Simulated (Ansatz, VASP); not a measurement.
One calculation of SrO, two programs

The input POSCAR:

```
SrO
1.0
    0.0000000000      2.5559236885      2.5559236885
    2.5559236885      0.0000000000      2.5559236885
    2.5559236885      2.5559236885      0.0000000000
Sr O
1 1
Direct
    0.0000000000      0.0000000000      0.0000000000
    0.5000000000      0.5000000000      0.5000000000
```

File INCAR.step1:

```
SYSTEM = SrO
ALGO     = Normal         ! electronic algorithm
EDIFF    = 1E-5           ! SCF threshold, eV
ENCUT    = 520            ! plane-wave cutoff, eV
GGA      = PE             ! functional
ISIF     = 2              ! what is computed and relaxed
ISMEAR   = -1             ! smearing method
LASPH    = .True.         ! aspherical terms in the spheres
LCHARG   = .False.        ! write CHGCAR
LREAL    = .False.        ! projectors in reciprocal space
LWAVE    = .True.         ! write WAVECAR
NBANDS   = 15             ! bands
NELM     = 60             ! most SCF steps
PREC     = Accurate       ! precision mode
SIGMA    = 0.05           ! smearing width, eV
```

Contents of INCAR.step2:

```
SYSTEM = SrO
ALGO     = Normal         ! electronic algorithm
EDIFF    = 1E-6           ! SCF threshold, eV
ENCUT    = 520            ! plane-wave cutoff, eV
GGA      = PE             ! functional
HFSCREEN = 0.2079         ! screening, 1/A
ISIF     = 2              ! what is computed and relaxed
ISMEAR   = -1             ! smearing method
ISTART   = 1            
LASPH    = .True.         ! aspherical terms in the spheres
LCHARG   = .False.        ! write CHGCAR
LHFCALC  = .True.         ! exact exchange
LREAL    = .False.        ! projectors in reciprocal space
LWAVE    = .False.        ! write WAVECAR
NBANDS   = 15             ! bands
NELM     = 60             ! most SCF steps
PREC     = Accurate       ! precision mode
PRECFOCK = Normal       
SIGMA    = 0.05           ! smearing width, eV
```

KPOINTS

```
k-points
0
Gamma
  4 4 4
  0 0 0
```

Input for Ansatz:

```yaml
crystal:
  lattice:
    - [0.0, 2.555923688478, 2.555923688478]
    - [2.555923688478, 0.0, 2.555923688478]
    - [2.555923688478, 2.555923688478, 0.0]
  atoms:
    - { symbol: Sr, position: [0.0, 0.0, 0.0] }
    - { symbol: O, position: [0.5, 0.5, 0.5] }
kpoints:
  mp_grid: { grid: [4, 4, 4] }
hamiltonian:
  xc: hse06
  pseudopotentials: { kind: paw }
scf:
  occupations: { method: fermi_dirac, width: 0.05 }
  convergence: { dr2_threshold: "1e-10 eV" }
  exx: { energy_threshold: "2e-8 eV", singularity: regularized }
output:
  forces: true
  stress: true
  eigenvalues: true
```

Alike in both runs: task single point; functional HSE06; k mesh 4 × 4 × 4; occupations fermi-dirac, width 0.05 eV; no spin polarisation.

```csv
,VASP,Ansatz
version,VASP 6.6.1,Ansatz 0.2.0 development build
potentials or method,"VASP PAW PBE potentials, release 64 (Sr_sv, O)","plane waves, PAW datasets (generated soft set 1)"
plane-wave cutoff (eV),520,420
valence electrons in the cell,16,16
```

```csv
,VASP,Ansatz,Ansatz less VASP
gap on the k mesh at the Fermi level (eV),4.74,4.79,+0.055
```

The k mesh is coarse, so the values compare programs but aren't converged.
